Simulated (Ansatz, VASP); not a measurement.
# Mo in VASP and in Ansatz

```xyz
3
Lattice="4.6580 0.0000 0.0000 -2.3290 4.0340 0.0000 0.0000 0.0000 2.5430" Properties=species:S:1:pos:R:3 pbc="T T T"
Mo    0.0000    0.0000    0.0000
Mo    0.0000    2.6893    1.2715
Mo    2.3290    1.3447    1.2715
```

Alike in both runs: functional r2SCAN; k mesh 12 × 12 × 18; occupations gaussian, width 0.1 eV; no spin polarisation.

Ansatz relaxed the structure, and its values are those at the end. VASP's run is a single point on that final structure, the one shown.

```csv
,VASP,Ansatz
version,VASP 6.6.1,Ansatz 0.2.0
potentials or method,"VASP PAW PBE potentials, release 64 (Mo_sv), cutoff 520 eV","scalar-relativistic, plane waves, PAW"
valence electrons in the cell,42,42
```

VASP gave:

| Property | Result |
| --- | --- |
| gap on the k mesh at the Fermi level (eV) | none |
| pressure (GPa) | 1.1 |

**Question.** Estimate Ansatz's values.

**Answer.** gap on the k mesh at the Fermi level (eV): none; pressure (GPa): 0.0.

VASP's potentials were made for PBE, not for r2SCAN. A gap of «none» marks a metal or a gap that the smearing closes.
